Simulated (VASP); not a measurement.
KF (Carobbiite):

```xyz
2
Lattice="0.0000 2.6719 2.6719 2.6719 0.0000 2.6719 2.6719 2.6719 0.0000" Properties=species:S:1:pos:R:3 pbc="T T T"
K     0.0000    0.0000    0.0000
F     2.6719    2.6719    2.6719
```

| Quantity | Value |
| --- | --- |
| Program | VASP 6.6.1 |
| Task | relaxation of cell and atoms |
| Functional | BLYP |
| Potentials or basis | VASP PAW PBE potentials, release 64 (K_sv, F) |
| Cutoff | 600 eV |
| k mesh | 9 × 9 × 9 |
| Occupations | fermi-dirac, width 0.05 eV |
| Spin | no spin polarisation |

At the start: pressure 2.2 GPa; volume 19.07 Å³/atom.

Task: Where does the relaxation end?

Result: Over 4 steps the energy falls by 8.3 meV/atom and the volume is 20.36 Å³/atom (+6.7 %); space group Fm-3m (No. 225, to 0.05 Å).

The path:
```tsv
step	energy change (eV)	largest force (eV/Å)	pressure (GPa)	volume (Å³)
1	0.0000	0.0000	2.18	38.15
2	-0.0136	0.0000	0.84	39.60
3	-0.0166	0.0000	0.10	40.58
4	-0.0166	0.0000	0.02	40.71
```

Final structure:
```
CELL_PARAMETERS angstrom
0.00000 2.73049 2.73049
2.73049 0.00000 2.73049
2.73049 2.73049 0.00000
ATOMIC_POSITIONS crystal
K 0.00000 0.00000 0.00000
F 0.50000 0.50000 0.50000
```

Caveat: the PAW data sets were made with another functional, which shifts forces and pressure a little.
